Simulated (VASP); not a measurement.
# AlPd4 (P-3m1) in VASP: notebook

The runs below take AlPd4 through single point, relaxation of cell and atoms, with PBE.

Program: VASP 6.6.1. These are calculated values, not measurements. Logs are shortened: lines on timing, memory, paths and dates and some standing lists are left out, and cuts for length are marked.

## Step 1: The cell of the first run

Symmetry: P-3m1, No. 164, trigonal system. The conventional cell has a = 2.889 Å, b = 2.889 Å, c = 9.290 Å, α = 90.00°, β = 90.00°, γ = 120.00°. Al (site symmetry -3m) has 6 Pd at 2.08 Å within 2.8 Å. Within 2.8 Å of Pd (site symmetry 3m) lie 3 Al at 2.08 Å. Within 3.7 Å of Pd (site symmetry 3m) lie 12 Pd at 2.80 to 2.89 Å.

## Step 2: Single point, PBE

The input, INCAR:

```
SYSTEM = AlPd4
ALGO = Normal
EDIFF = 1E-6
ENCUT = 520
GGA = PE
ISIF = 2
ISMEAR = 0
LASPH = .True.
LCHARG = .True.
LELF = .True.
LREAL = .False.
LVHAR = .True.
LWAVE = .False.
NBANDS = 30
NELM = 100
PREC = Accurate
SIGMA = 0.1
```

The input, KPOINTS:

```
k-points
0
Gamma
  6 6 2
  0 0 0
```

The input, POSCAR:

```
AlPd4
1.0
    2.8891903600      0.0000000000      0.0000000000
   -1.4445951800      2.5021122500      0.0000000000
    0.0000000000      0.0000000000      9.2901378300
Al Pd
1 4
Direct
    0.0000000000      0.0000000000      0.0000000000
    0.3333333300      0.6666666700      0.8658552800
    0.3333333300      0.6666666700      0.3767953500
    0.6666666700      0.3333333300      0.1341447200
    0.6666666700      0.3333333300      0.6232046500
```

Potentials or basis: VASP PAW PBE potentials, release 64 (Al, Pd).

On the command line:

```sh
> cat potpaw_PBE.64/Al/POTCAR potpaw_PBE.64/Pd/POTCAR > POTCAR
> mpirun -np 1 vasp_std > vasp.out
```

OUTCAR:

```text
SYSTEM = AlPd4
   EDIFF = 1E-6
   ENCUT = 520
   GGA = PE
   ISIF = 2
   ISMEAR = 0
   LASPH = .True.
   LREAL = .False.
   NELM = 100
   PREC = Accurate

 ion  position               nearest neighbor table
   1  0.000  0.000  0.000-   2 2.08   4 2.08   4 2.08   2 2.08   4 2.08   2 2.08
   2  0.333  0.667  0.866-   1 2.08   1 2.08   1 2.08   5 2.80   5 2.80   5 2.80   4 3.00   4 3.00
                             4 3.00
   3  0.333  0.667  0.377-   4 2.80   4 2.80   4 2.80   5 2.83   5 2.83   5 2.83
   4  0.667  0.333  0.134-   1 2.08   1 2.08   1 2.08   3 2.80   3 2.80   3 2.80   2 3.00   2 3.00
                             2 3.00
   5  0.667  0.333  0.623-   2 2.80   2 2.80   2 2.80   3 2.83   3 2.83   3 2.83

  LATTYP: Found a hexagonal cell.
 ALAT       =     2.8891903600
 C/A-ratio  =     3.2154813884

  Lattice vectors:

 A1 = (   2.8891903600,   0.0000000000,   0.0000000000)
 A2 = (  -1.4445951800,   2.5021122500,   0.0000000000)
 A3 = (   0.0000000000,   0.0000000000,   9.2901378300)

Analysis of symmetry for initial positions (statically):
=====================================================================
 Subroutine PRICEL returns:
 Original cell was already a primitive cell.

 Routine SETGRP: Setting up the symmetry group for a
 hexagonal supercell.

 Subroutine GETGRP returns: Found 12 space group operations
 (whereof 12 operations were pure point group operations)
 out of a pool of 24 trial point group operations.

The static configuration has the point symmetry D_3d.

Analysis of symmetry for dynamics (positions and initial velocities):
=====================================================================
 Subroutine PRICEL returns:
 Original cell was already a primitive cell.

 Routine SETGRP: Setting up the symmetry group for a
 hexagonal supercell.

 Subroutine GETGRP returns: Found 12 space group operations
 (whereof 12 operations were pure point group operations)
 out of a pool of 24 trial point group operations.

The dynamic configuration has the point symmetry D_3d.

 Subroutine INISYM returns: Found 12 space group operations
 (whereof 12 operations are pure point group operations),
 and found     1 'primitive' translations

----------------------------------------------------------------------------------------

                                     Primitive cell

  volume of cell :      67.1591

  direct lattice vectors                    reciprocal lattice vectors
     2.889190360  0.000000000  0.000000000     0.346117727  0.199831163  0.000000000
    -1.444595180  2.502112250  0.000000000     0.000000000  0.399662325  0.000000000
     0.000000000  0.000000000  9.290137830     0.000000000  0.000000000  0.107641029

  length of vectors
     2.889190360  2.889190362  9.290137830     0.399662326  0.399662325  0.107641029

  position of ions in fractional coordinates (direct lattice)
     0.000000000  0.000000000  0.000000000
     0.333333330  0.666666670  0.865855280
     0.333333330  0.666666670  0.376795350
     0.666666670  0.333333330  0.134144720
     0.666666670  0.333333330  0.623204650

  ion indices of the primitive-cell ions
   primitive index   ion index
                 1           1
                 2           2
                 3           3
                 4           4
                 5           5

----------------------------------------------------------------------------------------

 KPOINTS: k-points

Automatic generation of k-mesh.
 Grid dimensions read from file:
 generate k-points for:    6    6    2

 Generating k-lattice:

  Cartesian coordinates                     Fractional coordinates (reciprocal lattice)
     0.057686288  0.033305194  0.000000000     0.166666667 -0.000000000  0.000000000
     0.000000000  0.066610388  0.000000000     0.000000000  0.166666667  0.000000000
     0.000000000  0.000000000  0.053820515     0.000000000  0.000000000  0.500000000

  Length of vectors
     0.066610388  0.066610388  0.053820515

  Shift w.r.t. Gamma in fractional coordinates (k-lattice)
     0.000000000  0.000000000  0.000000000

 Subroutine IBZKPT returns following result:
 ===========================================

 Found     14 irreducible k-points:

 Following reciprocal coordinates:
            Coordinates               Weight
  0.000000  0.000000  0.000000      1.000000
  0.166667 -0.000000  0.000000      6.000000
  0.333333 -0.000000  0.000000      6.000000
  0.500000 -0.000000  0.000000      3.000000
  0.166667  0.166667  0.000000      6.000000
  0.333333  0.166667  0.000000     12.000000
  0.333333  0.333333  0.000000      2.000000
  0.000000  0.000000  0.500000      1.000000
  0.166667 -0.000000  0.500000      6.000000
  0.333333 -0.000000  0.500000      6.000000
  0.500000 -0.000000  0.500000      3.000000
  0.166667  0.166667  0.500000      6.000000
  0.333333  0.166667  0.500000     12.000000
  0.333333  0.333333  0.500000      2.000000
   k-points           NKPTS =     14   k-points in BZ     NKDIM =     14   number of bands    NBANDS=     30
   number of dos      NEDOS =    301   number of ions     NIONS =      5
   total plane-waves  NPLWV =  40320
   dimension x,y,z NGX =    24 NGY =   24 NGZ =   70
   dimension x,y,z NGXF=    48 NGYF=   48 NGZF=  140
   ions per type =               1   4
   NGX,Y,Z   is equivalent  to a cutoff of  13.81, 13.81, 12.53 a.u.
   NGXF,Y,Z  is equivalent  to a cutoff of  27.62, 27.62, 25.05 a.u.
 SYSTEM =  AlPd4
   PREC   = accura    normal or accurate (medium, high low for compatibility)
   ISTART =      0    job   : 0-new  1-cont  2-samecut
   ICHARG =      2    charge: 1-file 2-atom 10-const
   ISPIN  =      1    spin polarized calculation?
   LNONCOLLINEAR =      F non collinear calculations
   LSORBIT =      F    spin-orbit coupling
   LASPH  =      T    aspherical Exc in radial PAW
   ENCUT  =  520.0 eV  38.22 Ry    6.18 a.u.   5.37  5.37 17.27*2*pi/ulx,y,z
   NELM   =    100;   NELMIN=  2; NELMDL= -5     # of ELM steps
   EDIFF  = 0.1E-05   stopping-criterion for ELM
   LREAL  =      F    real-space projection
   EDIFFG = 0.1E-04   stopping-criterion for IOM
   NSW    =      0    number of steps for IOM
   IBRION =     -1    ionic relax: 0-MD 1-quasi-New 2-CG
   NFREE  =      0    steps in history (QN), initial steepest desc. (CG)
   ISIF   =      2    stress and relaxation
   ISYM   =      2    0-nonsym 1-usesym 2-fastsym
   POTIM  = 0.5000    time-step for ionic-motion
   TEBEG  =    0.0;   TEEND  =   0.0 temperature during run
   PSTRESS=    0.0 pullay stress
   NELECT =      43.0000    total number of electrons
   NUPDOWN=      -1.0000    fix difference up-down
   EMIN   =  10.00;   EMAX   =-10.00  energy-range for DOS
   EFERMI =   0.00;   METHOD = LEGACY
   ISMEAR =     0;   SIGMA  =   0.10  broadening in eV -4-tet -1-fermi 0-gaus
   EFERMI_NEDOS =   21; number of points for ismear=-14 and -15
   IALGO  =     38    algorithm
   IMIX   =      4    mixing-type and parameters
     AMIX     =   0.40;   BMIX     =  1.00
     AMIX_MAG =   1.60;   BMIX_MAG =  1.00
  volume/ion in A,a.u.               =      13.43        90.64
  Fermi-wavevector in a.u.,A,eV,Ry     =   1.411007  2.666417 27.088408  1.990942
  Thomas-Fermi vector in A             =   2.532903
   LORBIT       =      0    0 simple, 1 ext, 2 COOP (PROOUT), +10 PAW based schemes
   GGA     = PE    functional components
   LHFCALC =     F    Hartree Fock is set to
   AEXX    =    0.0000 exact exchange contribution
   IVDW    =     0    specifies the selected vdW correction
   LEPSILON=     F    determine dielectric tensor
   LRPA    =     F    only Hartree local field effects (RPA)
 non-spin polarized calculation
 Gauss-broadening in eV      SIGMA  =   0.10
  energy-cutoff  :      520.00
  volume of cell :       67.16
 maximum number of plane-waves:      1846
 NGX is ok and might be reduce to    24
   NGX = 11   NGY = 11   NGZ = 35

 number of electron      43.0000002 magnetization

 Free energy of the ion-electron system (eV)
  ---------------------------------------------------
  ext. energy  EPLUGINS =         0.00000000
  ---------------------------------------------------
  free energy    TOTEN  =       -21.05189131 eV

  energy without entropy =      -21.03500499  energy(sigma->0) =      -21.04344815

 E-fermi :  10.9197     XC(G=0): -13.0717

 val. band max:       10.8709163057   @ k =   0.3333   0.1667   0.0000
 cond. band min:      10.9299443762   @ k =   0.5000  -0.0000   0.0000
 fundamental gap:      0.0590280705
 Fermi energy:        10.9196630293

 k-point     1 :       0.0000    0.0000    0.0000
  band No.  band energies     occupation
      1       0.1271      2.00000
      2       3.1976      2.00000
      3       5.1780      2.00000
      4       5.4830      2.00000
      5       5.9430      2.00000
      6       5.9430      2.00000
[... 22 lines left out ...]
     29      24.0728      0.00000
     30      24.2723      0.00000

 k-point     2 :       0.1667   -0.0000    0.0000
  band No.  band energies     occupation
      1       0.7254      2.00000
      2       3.8548      2.00000
      3       5.2239      2.00000
      4       5.3956      2.00000
      5       5.8329      2.00000
      6       6.0942      2.00000
[... 22 lines left out ...]
     29      22.9990      0.00000
     30      24.0841      0.00000

 k-point     3 :       0.3333   -0.0000    0.0000
  band No.  band energies     occupation
      1       2.0085      2.00000
      2       4.0858      2.00000
      3       4.3873      2.00000
      4       5.0898      2.00000
      5       6.1158      2.00000
      6       6.1492      2.00000
[... 22 lines left out ...]
     29      20.5065      0.00000
     30      22.7348      0.00000

 k-point     4 :       0.5000   -0.0000    0.0000
  band No.  band energies     occupation
      1       2.9353      2.00000
      2       3.2701      2.00000
      3       4.1035      2.00000
      4       4.8868      2.00000
      5       5.9892      2.00000
      6       6.4121      2.00000
[... 22 lines left out ...]
     29      19.2872      0.00000
     30      19.4972      0.00000

 k-point     5 :       0.1667    0.1667    0.0000
  band No.  band energies     occupation
      1       1.6871      2.00000
      2       4.6354      2.00000
      3       4.7462      2.00000
      4       5.2177      2.00000
      5       5.6826      2.00000
      6       5.7450      2.00000
[... 22 lines left out ...]
     29      22.5476      0.00000
     30      22.9827      0.00000
[... 196 lines left out ...]
     29      18.8838      0.00000
     30      20.9057      0.00000

 k-point    12 :       0.1667    0.1667    0.5000
  band No.  band energies     occupation
      1       1.6881      2.00000
      2       4.6375      2.00000
      3       4.7615      2.00000
      4       5.1898      2.00000
      5       5.6575      2.00000
      6       5.7207      2.00000
[... 22 lines left out ...]
     29      21.9333      0.00000
     30      22.2533      0.00000

 k-point    13 :       0.3333    0.1667    0.5000
  band No.  band energies     occupation
      1       2.8320      2.00000
      2       3.8825      2.00000
      3       4.3727      2.00000
      4       5.2603      2.00000
      5       5.7624      2.00000
      6       6.3932      2.00000
[... 22 lines left out ...]
     29      19.8966      0.00000
     30      20.2199      0.00000

 k-point    14 :       0.3333    0.3333    0.5000
  band No.  band energies     occupation
      1       3.5166      2.00000
      2       4.0214      2.00000
      3       4.0214      2.00000
      4       5.9116      2.00000
      5       6.0129      2.00000
      6       6.1067      2.00000
[... 22 lines left out ...]
     29      18.3555      0.00000
     30      19.6800      0.00000

------------------------ aborting loop because EDIFF is reached ----------------------------------------

  FORCE on cell =-STRESS in cart. coord.  units (eV):
  Direction    XX          YY          ZZ          XY          YZ          ZX
  --------------------------------------------------------------------------------------
  -------------------------------------------------------------------------------------
  Total       22.4387195     22.4387195     25.6153160     -0.0000000      0.0000000      0.0000000
  in kB      535.3077710    535.3077718    611.0900272     -0.0000000      0.0000000      0.0000000
  external PRESSURE =     560.5685233 kB  Pullay stress =       0.0000000 kB

 VOLUME and BASIS-vectors are now :
 -----------------------------------------------------------------------------
  energy-cutoff  :      520.00
  volume of cell :       67.16
      direct lattice vectors                 reciprocal lattice vectors
     2.889190360  0.000000000  0.000000000     0.346117727  0.199831163  0.000000000
    -1.444595180  2.502112250  0.000000000     0.000000000  0.399662325  0.000000000
     0.000000000  0.000000000  9.290137830     0.000000000  0.000000000  0.107641029

 POSITION                                       TOTAL-FORCE (eV/Angst)
 -----------------------------------------------------------------------------------
      0.00000      0.00000      0.00000         0.000000      0.000000     -0.000000
     -0.00000      1.66807      8.04391        -0.000000      0.000000     -8.857372
     -0.00000      1.66807      3.50048         0.000000      0.000000      0.579789
      1.44460      0.83404      1.24622        -0.000000     -0.000000      8.857372
      1.44460      0.83404      5.78966        -0.000000      0.000000     -0.579789
 -----------------------------------------------------------------------------------
    total drift:                                0.000000      0.000000     -0.000000

  FREE ENERGIE OF THE ION-ELECTRON SYSTEM (eV)
  ---------------------------------------------------
  free  energy   TOTEN  =       -21.0518913061 eV

  energy  without entropy=      -21.0350049923  energy(sigma->0) =      -21.04344815
```

Wall time 70 s (1 thread of AMD EPYC, shared host); peak memory 0.16 GiB.

What came out:

```yaml
Free_energy: -21.0519 eV
Pressure: 56.1 GPa
Largest_force: 8.857 eV/Å
```

Forces in eV/Å, atoms in the order of the input:
```
Al   0.000  0.000  0.000
Pd   0.000  0.000 -8.857
Pd   0.000  0.000  0.580
Pd   0.000  0.000  8.857
Pd   0.000  0.000 -0.580
```

Levels at points of the mesh, in eV from the Fermi level:
```csv
k point,band 18,band 19,band 20,band 21,band 22,band 23,band 24,band 25,band 26,band 27
"(0.00, 0.00, 0.00)",-1.97,-1.97,-0.97,-0.97,-0.37,-0.37,0.14,3.52,10.81,11.62
"(0.50, 0.00, 0.00)",-0.41,-0.35,0.01,0.12,0.67,1.91,2.30,3.69,4.78,7.81
"(0.00, 0.00, 0.50)",-1.96,-1.96,-1.23,-0.95,-0.95,-0.36,-0.36,5.02,8.53,12.54
"(0.50, 0.00, 0.50)",-0.55,-0.27,0.01,0.12,0.54,1.89,2.83,3.30,4.87,7.12
```

Caveat: the k points lie up to 0.42 Å⁻¹ apart; forces of over 1 eV/Å act on the atoms, so gaps and moduli don't describe the material at rest.

(Part 1 of 3 ends here.)
